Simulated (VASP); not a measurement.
The system is Be3Cd2S.

```
Be Cd S
1.0
     5.06755    0.00000    0.00000
     0.00000    5.06755    0.00000
     0.00000    0.00000    3.74321
Be Cd S
3 2 1
Direct
  0.00000 0.50000 0.50000
  0.50000 0.00000 0.50000
  0.00000 0.00000 0.50000
  0.50000 0.50000 0.50000
  0.00000 0.00000 0.00000
  0.50000 0.50000 0.00000
```

The cell was built from a structure type or drawn by symmetry, and may not be a known phase.

* Program: VASP 6.6.1
* Task: relaxation of cell and atoms
* Functional: PBE
* Potentials or basis: VASP PAW PBE potentials, release 64 (Be, Cd, S)
* Cutoff: 600 eV
* k mesh: 4 × 4 × 4
* Occupations: gaussian, width 0.1 eV
* Spin: no spin polarisation

At the start: pressure 45.9 GPa; volume 16.02 Å³/atom.

Task: How do energy, volume and symmetry change on relaxing?

Result: Over 13 steps the energy falls by 1593.1 meV/atom and the volume is 18.24 Å³/atom (+13.9 %); space group P4/mmm (No. 123, to 0.1 Å) before and after.

Step by step:
| step | energy change (eV) | largest force (eV/Å) | pressure (GPa) | volume (Å³) |
| --- | --- | --- | --- | --- |
| 1 | 0.0000 | 0.0000 | 45.89 | 96.13 |
| 2 | -7.5068 | 0.0000 | -9.69 | 160.28 |
| 3 | -8.6727 | 0.0000 | -3.96 | 127.57 |
| 4 | -8.6761 | 0.0000 | -5.13 | 130.96 |
| 5 | -8.6811 | 0.0000 | -4.67 | 129.57 |
| 6 | -9.1029 | 0.0000 | -3.06 | 119.85 |
| 7 | -9.4406 | 0.0000 | 1.01 | 107.43 |
| 8 | -9.4485 | 0.0000 | 3.20 | 103.36 |
| 9 | -9.4541 | 0.0000 | 2.31 | 104.91 |
| 10 | -9.5424 | 0.0000 | 1.51 | 106.20 |
| 11 | -9.5458 | 0.0000 | 1.31 | 106.68 |
| 12 | -9.5466 | 0.0000 | 1.36 | 106.56 |
| 13 | -9.5584 | 0.0000 | -0.08 | 109.45 |

Final structure:
```xyz
6
Lattice="4.4974 0.0000 0.0000 0.0000 4.4974 0.0000 0.0000 0.0000 5.4113" Properties=species:S:1:pos:R:3 pbc="T T T"
Be    4.4974    2.2487    2.7057
Be    2.2487    0.0000    2.7057
Be    4.4974    0.0000    2.7057
Cd    2.2487    2.2487    2.7057
Cd    4.4974    0.0000    5.4113
S     2.2487    2.2487    5.4113
```

Caveat: the k points lie up to 0.35 Å⁻¹ apart in the final cell, too coarse for converged energies and pressures of a metal; a cell axis changed by over 15 % at a fixed basis, so the end point is rough.
